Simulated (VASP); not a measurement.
Input of a VASP 6.6.1 run:

File INCAR:

```
PREC = Accurate
ENCUT = 520
EDIFF = 1E-6
ISMEAR = -1
SIGMA = 0.02
LREAL = F
LASPH = T
NELM = 80
ALGO = Normal
ISIF = 2
LWAVE = F
LCHARG = F
GGA = PE
NBANDS = 30
```

Contents of KPOINTS:

```
regular mesh
0
Gamma
  4 4 4
```

POSCAR

```
CsSnI3
1.0
    5.9918310766      0.0000000000      0.0000000000
    0.0000000000      5.9918310766      0.0000000000
    0.0000000000      0.0000000000      6.3096413844
Cs Sn I
1 1 3
Direct
    0.0000000000      0.0000000000      0.0000000000
    0.5000000000      0.5000000000      0.5000000000
    0.5000000000      0.5000000000      0.0000000000
    0.5000000000      0.0000000000      0.5000000000
    0.0000000000      0.5000000000      0.5000000000
```

Potentials or basis: VASP PAW PBE potentials, release 64 (Cs_sv, Sn_d, I).

Launch:

```console
$ cat potpaw_PBE.64/Cs_sv/POTCAR potpaw_PBE.64/Sn_d/POTCAR potpaw_PBE.64/I/POTCAR > POTCAR
$ mpirun -np 1 vasp_std > vasp.out
```

(1) Predict the band gap on the k mesh.

(2) What does it give for the pressure?

## Answers

(1) 0.22 eV, direct.

(2) 2.0 GPa.

Caveat: the cell differs from its parent crystal (epitaxial xy strain -4.0%); spin-orbit coupling is left out, which moves the levels of the heavy elements.
